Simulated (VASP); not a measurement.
Mo16H (a cell with a defect), 17 atoms in the cell. The cell holds a defect, 17 atoms: a = 6.300 Å, b = 6.300 Å, c = 6.300 Å, α = 90.00°, β = 90.00°, γ = 90.00°. 

- Program: VASP 6.6.1
- Task: single point
- Functional: PBE
- Potentials or basis: VASP PAW PBE potentials, release 64 (Mo_sv, H)
- Cutoff: 520 eV
- k mesh: 3 × 3 × 3
- Occupations: gaussian, width 0.1 eV
- Spin: no spin polarisation
- Dipole correction: no
- Further INCAR settings: LREAL = Auto; ALGO = Normal; EDIFF = 1e-07; NBANDS = 126

Potentials or basis: VASP PAW PBE potentials, release 64 (Mo_sv, H).

Command:

```sh
$ cat potpaw_PBE.64/Mo_sv/POTCAR potpaw_PBE.64/H/POTCAR > POTCAR
$ mpirun -np 1 vasp_std > vasp.out
```

Hardware: 1 thread of Intel Xeon 8259CL, on a shared host.

**Question.** Estimate the wall time of this run.

**Answer.** Wall time 21 min on 1 thread of Intel Xeon 8259CL, with other jobs on the host, peak memory 0.45 GiB. Counts: scf iterations 20, k points 10.
